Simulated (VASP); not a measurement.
# AlN in VASP: a series of runs

The runs below take AlN through electric field gradients, with PBE.

Everything below comes from runs of VASP 6.6.1. Logs are shortened: lines on timing, memory, paths and dates and some standing lists are left out, and cuts for length are marked.

### 1 The cell of the first run

It takes space group P6_3mc (No. 186, hexagonal). Conventional cell: a = 3.152 Å, b = 3.152 Å, c = 5.044 Å, α = 90.00°, β = 90.00°, γ = 120.00°. Within 2.5 Å of Al (site symmetry 3m) lie 4 N at 1.91 to 1.94 Å. N (site symmetry 3m) has 4 Al at 1.91 to 1.94 Å within 2.5 Å.

### 2 Electric field gradients, PBE (volume scaled by 1.04)

Contents of INCAR:

```
ALGO     = Normal         # electronic algorithm
EDIFF    = 1E-8           # SCF threshold, eV
ENCUT    = 520            # plane-wave cutoff, eV
GGA      = PE             # functional
ISIF     = 2              # what is computed and relaxed
ISMEAR   = -1             # smearing method
LASPH    = True           # aspherical terms in the spheres
LCHARG   = False          # write CHGCAR
LEFG     = True         
LREAL    = False          # projectors in reciprocal space
LWAVE    = False          # write WAVECAR
NBANDS   = 16             # bands
NELM     = 100            # most SCF steps
PREC     = Accurate       # precision mode
SIGMA    = 0.02           # smearing width, eV
```

Contents of KPOINTS:

```
k-points
0
Gamma
  11 11 6
```

Contents of POSCAR:

```
AlN
1.0
    3.1519410852      0.0000000000      0.0000000000
   -1.5759705426      2.7296610510      0.0000000000
    0.0000000000      0.0000000000      5.0435075122
Al N
2 2
Direct
    0.3333333333      0.6666666667      0.0000000000
    0.6666666667      0.3333333333      0.5000000000
    0.3333333333      0.6666666667      0.3850000000
    0.6666666667      0.3333333333      0.8850000000
```

Potentials or basis: VASP PAW PBE potentials, release 64 (Al, N).

Launch:

```sh
> cat potpaw_PBE.64/Al/POTCAR potpaw_PBE.64/N/POTCAR > POTCAR
> mpirun -np 1 vasp_std > vasp.out
```

OUTCAR:

```text
EDIFF = 1E-8
   ENCUT = 520
   GGA = PE
   ISIF = 2
   ISMEAR = -1
   LASPH = True
   LREAL = False
   NELM = 100
   PREC = Accurate

 ion  position               nearest neighbor table
   1  0.333  0.667  0.000-   4 1.91   4 1.91   4 1.91   3 1.94   2 3.11   2 3.11   2 3.11   2 3.11
                             2 3.11   2 3.11
   2  0.667  0.333  0.500-   3 1.91   3 1.91   3 1.91   4 1.94   1 3.11   1 3.11   1 3.11   1 3.11
                             1 3.11   1 3.11
   3  0.333  0.667  0.385-   2 1.91   2 1.91   2 1.91   1 1.94
   4  0.667  0.333  0.885-   1 1.91   1 1.91   1 1.91   2 1.94

  LATTYP: Found a hexagonal cell.
 ALAT       =     3.1519410852
 C/A-ratio  =     1.6001274693

  Lattice vectors:

 A1 = (   3.1519410852,   0.0000000000,   0.0000000000)
 A2 = (  -1.5759705426,   2.7296610510,   0.0000000000)
 A3 = (   0.0000000000,   0.0000000000,   5.0435075122)

Analysis of symmetry for initial positions (statically):
=====================================================================
 Subroutine PRICEL returns:
 Original cell was already a primitive cell.

 Routine SETGRP: Setting up the symmetry group for a
 hexagonal supercell.

 Subroutine GETGRP returns: Found 12 space group operations
 (whereof  6 operations were pure point group operations)
 out of a pool of 24 trial point group operations.

The static configuration has the point symmetry C_3v.
 The point group associated with its full space group is C_6v.

Analysis of symmetry for dynamics (positions and initial velocities):
=====================================================================
 Subroutine PRICEL returns:
 Original cell was already a primitive cell.

 Routine SETGRP: Setting up the symmetry group for a
 hexagonal supercell.

 Subroutine GETGRP returns: Found 12 space group operations
 (whereof  6 operations were pure point group operations)
 out of a pool of 24 trial point group operations.

The dynamic configuration has the point symmetry C_3v.
 The point group associated with its full space group is C_6v.

 Subroutine INISYM returns: Found 12 space group operations
 (whereof  6 operations are pure point group operations),
 and found     1 'primitive' translations

----------------------------------------------------------------------------------------

                                     Primitive cell

  volume of cell :      43.3930

  direct lattice vectors                    reciprocal lattice vectors
     3.151941085  0.000000000  0.000000000     0.317264813  0.183172925  0.000000000
    -1.575970543  2.729661051  0.000000000     0.000000000  0.366345851  0.000000000
     0.000000000  0.000000000  5.043507512     0.000000000  0.000000000  0.198274712

  length of vectors
     3.151941085  3.151941085  5.043507512     0.366345851  0.366345851  0.198274712

  position of ions in fractional coordinates (direct lattice)
     0.333333333  0.666666667  0.000000000
     0.666666667  0.333333333  0.500000000
     0.333333333  0.666666667  0.385000000
     0.666666667  0.333333333  0.885000000

  ion indices of the primitive-cell ions
   primitive index   ion index
                 1           1
                 2           2
                 3           3
                 4           4

----------------------------------------------------------------------------------------

 KPOINTS: k-points

Automatic generation of k-mesh.
 Grid dimensions read from file:
 generate k-points for:   11   11    6

 Generating k-lattice:

  Cartesian coordinates                     Fractional coordinates (reciprocal lattice)
     0.028842256  0.016652084  0.000000000     0.090909091 -0.000000000  0.000000000
     0.000000000  0.033304168  0.000000000     0.000000000  0.090909091  0.000000000
     0.000000000  0.000000000  0.033045785     0.000000000  0.000000000  0.166666667

  Length of vectors
     0.033304168  0.033304168  0.033045785

  Shift w.r.t. Gamma in fractional coordinates (k-lattice)
     0.000000000  0.000000000  0.000000000
[... 43 lines left out ...]
   ISTART =      0    job   : 0-new  1-cont  2-samecut
   ICHARG =      2    charge: 1-file 2-atom 10-const
   ISPIN  =      1    spin polarized calculation?
   LNONCOLLINEAR =      F non collinear calculations
   LSORBIT =      F    spin-orbit coupling
   LASPH  =      T    aspherical Exc in radial PAW
   ENCUT  =  520.0 eV  38.22 Ry    6.18 a.u.   5.86  5.86  9.38*2*pi/ulx,y,z
   NELM   =    100;   NELMIN=  2; NELMDL= -5     # of ELM steps
   EDIFF  = 0.1E-07   stopping-criterion for ELM
   LREAL  =      F    real-space projection
   EDIFFG = 0.1E-06   stopping-criterion for IOM
   NSW    =      0    number of steps for IOM
   IBRION =     -1    ionic relax: 0-MD 1-quasi-New 2-CG
   NFREE  =      0    steps in history (QN), initial steepest desc. (CG)
   ISIF   =      2    stress and relaxation
   ISYM   =      2    0-nonsym 1-usesym 2-fastsym
   POTIM  = 0.5000    time-step for ionic-motion
   TEBEG  =    0.0;   TEEND  =   0.0 temperature during run
   PSTRESS=    0.0 pullay stress
   NELECT =      16.0000    total number of electrons
   NUPDOWN=      -1.0000    fix difference up-down
   EMIN   =  10.00;   EMAX   =-10.00  energy-range for DOS
   EFERMI =   0.00;   METHOD = LEGACY
   ISMEAR =    -1;   SIGMA  =   0.02  broadening in eV -4-tet -1-fermi 0-gaus
   EFERMI_NEDOS =   21; number of points for ismear=-14 and -15
   IALGO  =     38    algorithm
   IMIX   =      4    mixing-type and parameters
     AMIX     =   0.40;   BMIX     =  1.00
     AMIX_MAG =   1.60;   BMIX_MAG =  1.00
  volume/ion in A,a.u.               =      10.85        73.21
  Fermi-wavevector in a.u.,A,eV,Ry     =   1.173929  2.218403 18.750301  1.378108
  Thomas-Fermi vector in A             =   2.310334
   LORBIT       =      0    0 simple, 1 ext, 2 COOP (PROOUT), +10 PAW based schemes
   GGA     = PE    functional components
   LHFCALC =     F    Hartree Fock is set to
   AEXX    =    0.0000 exact exchange contribution
   IVDW    =     0    specifies the selected vdW correction
   LEPSILON=     F    determine dielectric tensor
   LRPA    =     F    only Hartree local field effects (RPA)
 non-spin polarized calculation
  energy-cutoff  :      520.00
  volume of cell :       43.39
 maximum number of plane-waves:      1194
 NGX is ok and might be reduce to    24
   NGX = 11   NGY = 11   NGZ = 19

 number of electron      16.0000001 magnetization

 Free energy of the ion-electron system (eV)
  ---------------------------------------------------
  ext. energy  EPLUGINS =         0.00000000
  ---------------------------------------------------
  free energy    TOTEN  =       -29.76730516 eV

  energy without entropy =      -29.76730516  energy(sigma->0) =      -29.76730516

 E-fermi :   6.2284     XC(G=0): -10.7454

 val. band max:        5.8479507575   @ k =   0.0000   0.0000   0.0000
 cond. band min:       9.6705494035   @ k =   0.0000   0.0000   0.0000
 fundamental gap:      3.8225986460
 Fermi energy:         6.2283788338

 k-point     1 :       0.0000    0.0000    0.0000
  band No.  band energies     occupation
      1      -9.1700      2.00000
      2      -7.1395      2.00000
      3      -0.0087      2.00000
      4       4.9200      2.00000
      5       4.9200      2.00000
      6       5.5628      2.00000
[... 433 lines left out ...]
      3       0.9805      2.00000
      4       2.8161      2.00000
      5       3.1999      2.00000
      6       4.2942      2.00000
[... 8 lines left out ...]
     15      17.8376      0.00000
     16      18.9531      0.00000

 [... further k-points ...]

------------------------ aborting loop because EDIFF is reached ----------------------------------------

  FORCE on cell =-STRESS in cart. coord.  units (eV):
  Direction    XX          YY          ZZ          XY          YZ          ZX
  --------------------------------------------------------------------------------------
  -------------------------------------------------------------------------------------
  Total       -0.9613149     -0.9613149     -1.1944749      0.0000000      0.0000000     -0.0000000
  in kB      -35.4941502    -35.4941502    -44.1029988      0.0000000      0.0000000     -0.0000000
  external PRESSURE =     -38.3637664 kB  Pullay stress =       0.0000000 kB

 VOLUME and BASIS-vectors are now :
 -----------------------------------------------------------------------------
  energy-cutoff  :      520.00
  volume of cell :       43.39
      direct lattice vectors                 reciprocal lattice vectors
     3.151941085  0.000000000  0.000000000     0.317264813  0.183172925  0.000000000
    -1.575970543  2.729661051  0.000000000     0.000000000  0.366345851  0.000000000
     0.000000000  0.000000000  5.043507512     0.000000000  0.000000000  0.198274712

 POSITION                                       TOTAL-FORCE (eV/Angst)
 -----------------------------------------------------------------------------------
     -0.00000      1.81977      0.00000        -0.000000     -0.000000      0.178927
      1.57597      0.90989      2.52175        -0.000000      0.000000      0.178927
     -0.00000      1.81977      1.94175        -0.000000      0.000000     -0.178927
      1.57597      0.90989      4.46350         0.000000     -0.000000     -0.178927
 -----------------------------------------------------------------------------------
    total drift:                               -0.000000      0.000000      0.000264

  FREE ENERGIE OF THE ION-ELECTRON SYSTEM (eV)
  ---------------------------------------------------
  free  energy   TOTEN  =       -29.7673051639 eV

  energy  without entropy=      -29.7673051638  energy(sigma->0) =      -29.76730516

 Electric field gradients (V/A^2)
---------------------------------------------------------------------
 ion       V_xx      V_yy      V_zz      V_xy      V_xz      V_yz
---------------------------------------------------------------------
   1      -4.084    -4.084     8.168     0.000     0.000    -0.000
   2      -4.084    -4.084     8.168     0.000    -0.000     0.000
   3      -0.152    -0.153     0.306    -0.001     0.000    -0.000
   4      -0.152    -0.153     0.306    -0.001    -0.000     0.000
---------------------------------------------------------------------

 Electric field gradients after diagonalization (V/A^2)
 (convention: |V_zz| > |V_xx| > |V_yy|)
----------------------------------------------------------------------
 ion       V_xx      V_yy      V_zz     asymmetry (V_yy - V_xx)/ V_zz
----------------------------------------------------------------------
   1      -4.084    -4.084     8.168       0.000
   2      -4.084    -4.084     8.168       0.000
   3      -0.154    -0.152     0.306       0.006
   4      -0.154    -0.152     0.306       0.006
----------------------------------------------------------------------

           NMR quadrupolar parameters

 Cq : quadrupolar parameter    Cq=e*Q*V_zz/h
 eta: asymmetry parameters     (V_yy - V_xx)/ V_zz
 Q  : nuclear electric quadrupole moment in mb (millibarn)
----------------------------------------------------------------------
 ion       Cq(MHz)       eta       Q (mb)
----------------------------------------------------------------------
   1       0.020       0.000       1.000
   2       0.020       0.000       1.000
   3       0.001       0.006       1.000
   4       0.001       0.006       1.000
----------------------------------------------------------------------
```

Run time: 14 s. Hardware: 1 thread of Intel Xeon 6975P-C (Granite Rapids), shared host; peak memory 0.17 GiB.

Results:

| Property | Result |
| --- | --- |
| Free energy | -29.7673 eV |
| Pressure | -3.8 GPa |
| Largest force | 0.179 eV/Å |
| Band gap on the k mesh | 3.82 eV, direct |

Forces in eV/Å, atoms in the order of the input:
```
Al   0.000  0.000  0.179
Al   0.000  0.000  0.179
N    0.000  0.000 -0.179
N    0.000  0.000 -0.179
```

Levels at points of the mesh, in eV from the valence-band top:
```tsv
k point	band 5	band 6	band 7	band 8	band 9	band 10	band 11	band 12
(0.00, 0.00, 0.00)	-0.93	-0.29	-0.29	0.00	3.82	6.27	10.29	10.80
(0.00, 0.00, 0.50)	-0.62	-0.62	-0.62	-0.62	6.10	6.10	9.96	9.96
```

Electric field gradients, principal values (V/Å²):
```
atom   least  middle  greatest (by size)
1 Al  -4.084  -4.084               8.168
2 Al  -4.084  -4.084               8.168
 3 N  -0.152  -0.154               0.306
 4 N  -0.152  -0.154               0.306
```

Caveat: without QUAD_EFG the Cq values of the log hold for a quadrupole moment of 1 mb, not for the nuclei.

### 3 Electric field gradients, PBE (equal xx and yy strain of +3 %)

Contents of INCAR:

```
ALGO     = Normal         # electronic algorithm
EDIFF    = 1E-8           # SCF threshold, eV
ENCUT    = 520            # plane-wave cutoff, eV
GGA      = PE             # functional
ISIF     = 2              # what is computed and relaxed
ISMEAR   = -1             # smearing method
LASPH    = T              # aspherical terms in the spheres
LCHARG   = F              # write CHGCAR
LEFG     = T            
LREAL    = F              # projectors in reciprocal space
LWAVE    = F              # write WAVECAR
NBANDS   = 16             # bands
NELM     = 100            # most SCF steps
PREC     = Accurate       # precision mode
SIGMA    = 0.02           # smearing width, eV
```

KPOINTS is that of step 2.

Contents of POSCAR:

```
AlN
1.0
    3.2043322162      0.0000000000      0.0000000000
   -1.6021661081      2.7750331013      0.0000000000
    0.0000000000      0.0000000000      4.9780000000
Al N
2 2
Direct
    0.3333333333      0.6666666667      0.0000000000
    0.6666666667      0.3333333333      0.5000000000
    0.3333333333      0.6666666667      0.3850000000
    0.6666666667      0.3333333333      0.8850000000
```

Potentials or basis: VASP PAW PBE potentials, release 64 (Al, N).

Launch:

```sh
> cat potpaw_PBE.64/Al/POTCAR potpaw_PBE.64/N/POTCAR > POTCAR
> mpirun -np 1 vasp_std > vasp.out
```

OUTCAR:

```text
EDIFF = 1E-8
   ENCUT = 520
   GGA = PE
   ISIF = 2
   ISMEAR = -1
   LASPH = T
   LREAL = F
   NELM = 100
   PREC = Accurate

 ion  position               nearest neighbor table
   1  0.333  0.667  0.000-   3 1.92   4 1.94   4 1.94   4 1.94   2 3.10   2 3.10   2 3.10   2 3.10
                             2 3.10   2 3.10
   2  0.667  0.333  0.500-   4 1.92   3 1.94   3 1.94   3 1.94   1 3.10   1 3.10   1 3.10   1 3.10
                             1 3.10   1 3.10
   3  0.333  0.667  0.385-   1 1.92   2 1.94   2 1.94   2 1.94
   4  0.667  0.333  0.885-   2 1.92   1 1.94   1 1.94   1 1.94

  LATTYP: Found a hexagonal cell.
 ALAT       =     3.2043322162
 C/A-ratio  =     1.5535218149
[... 688 lines left out ...]
 ion       V_xx      V_yy      V_zz      V_xy      V_xz      V_yz
---------------------------------------------------------------------
   1      -0.679    -0.679     1.357     0.000     0.000    -0.000
   2      -0.679    -0.679     1.357     0.000    -0.000     0.000
   3       2.716     2.714    -5.430    -0.001     0.000    -0.000
   4       2.716     2.714    -5.430    -0.001    -0.000     0.000
---------------------------------------------------------------------

 Electric field gradients after diagonalization (V/A^2)
 (convention: |V_zz| > |V_xx| > |V_yy|)
----------------------------------------------------------------------
 ion       V_xx      V_yy      V_zz     asymmetry (V_yy - V_xx)/ V_zz
----------------------------------------------------------------------
   1      -0.679    -0.679     1.357       0.000
   2      -0.679    -0.679     1.357       0.000
   3       2.716     2.713    -5.430       0.001
   4       2.716     2.713    -5.430       0.001
----------------------------------------------------------------------

           NMR quadrupolar parameters

 Cq : quadrupolar parameter    Cq=e*Q*V_zz/h
 eta: asymmetry parameters     (V_yy - V_xx)/ V_zz
 Q  : nuclear electric quadrupole moment in mb (millibarn)
----------------------------------------------------------------------
 ion       Cq(MHz)       eta       Q (mb)
----------------------------------------------------------------------
   1       0.003       0.000       1.000
   2       0.003       0.000       1.000
   3      -0.013       0.001       1.000
   4      -0.013       0.001       1.000
----------------------------------------------------------------------
```

OSZICAR:

```text
N       E                     dE             d eps       ncg     rms          rms(c)
DAV:   1     0.395662801996E+02    0.39566E+02   -0.72236E+03  2048   0.888E+02
DAV:   2    -0.306841966336E+02   -0.70250E+02   -0.64306E+02  2832   0.182E+02
DAV:   3    -0.342303179122E+02   -0.35461E+01   -0.35330E+01  2592   0.422E+01
DAV:   4    -0.342535171706E+02   -0.23199E-01   -0.23198E-01  2472   0.386E+00
DAV:   5    -0.342538277159E+02   -0.31055E-03   -0.31054E-03  2664   0.450E-01    0.118E+01
DAV:   6    -0.296962465742E+02    0.45576E+01   -0.10637E+01  2488   0.234E+01    0.402E+00
DAV:   7    -0.297254169853E+02   -0.29170E-01   -0.61892E-01  2160   0.558E+00    0.286E+00
DAV:   8    -0.297184036815E+02    0.70133E-02   -0.68135E-02  2328   0.241E+00    0.699E-01
DAV:   9    -0.297125569754E+02    0.58467E-02   -0.13063E-02  2640   0.856E-01    0.266E-01
DAV:  10    -0.297132428215E+02   -0.68585E-03   -0.26580E-03  2224   0.325E-01    0.149E-01
DAV:  11    -0.297131401295E+02    0.10269E-03   -0.21526E-04  2384   0.114E-01    0.357E-02
DAV:  12    -0.297131442397E+02   -0.41103E-05   -0.13544E-05  2288   0.291E-02    0.910E-03
DAV:  13    -0.297131440664E+02    0.17332E-06   -0.54405E-06  2304   0.179E-02    0.362E-03
DAV:  14    -0.297131440710E+02   -0.45969E-08   -0.35915E-07  2496   0.506E-03    0.132E-03
DAV:  15    -0.297131440831E+02   -0.12048E-07   -0.18776E-08  2528   0.916E-04    0.553E-04
DAV:  16    -0.297131440895E+02   -0.64142E-08   -0.37201E-10  1152   0.157E-04
   1 F= -.29713144E+02 E0= -.29713144E+02  d E =-.384075E-11
```

Wall time 23 s (1 thread of Intel Xeon 6975P-C (Granite Rapids), shared host); peak memory 0.17 GiB.

Results:

```yaml
Free_energy: -29.7131 eV
Pressure: -7.5 GPa
Largest_force: 0.094 eV/Å
Band_gap_on_the_k_mesh: 3.58 eV, direct
```

Forces in eV/Å, atoms in the order of the input:
```
Al   0.000  0.000 -0.094
Al   0.000  0.000 -0.094
N    0.000  0.000  0.094
N    0.000  0.000  0.094
```

Levels at points of the mesh, in eV from the valence-band top:
| k point | band 5 | band 6 | band 7 | band 8 | band 9 | band 10 | band 11 | band 12 |
| --- | --- | --- | --- | --- | --- | --- | --- | --- |
| (0.00, 0.00, 0.00) | -1.10 | -0.38 | -0.38 | 0.00 | 3.58 | 5.76 | 10.20 | 10.32 |
| (0.00, 0.00, 0.50) | -0.75 | -0.75 | -0.75 | -0.75 | 5.75 | 5.75 | 9.85 | 9.85 |

Electric field gradients, principal values (V/Å²):
| atom | least | middle | greatest (by size) |
| --- | --- | --- | --- |
| 1 Al | -0.679 | -0.679 | 1.357 |
| 2 Al | -0.679 | -0.679 | 1.357 |
| 3 N | 2.713 | 2.716 | -5.430 |
| 4 N | 2.713 | 2.716 | -5.430 |

Caveat: the cell differs from its parent crystal (equal xx and yy strain of +3 %); without QUAD_EFG the Cq values of the log hold for a quadrupole moment of 1 mb, not for the nuclei.

(Part 1 of 2 ends here.)
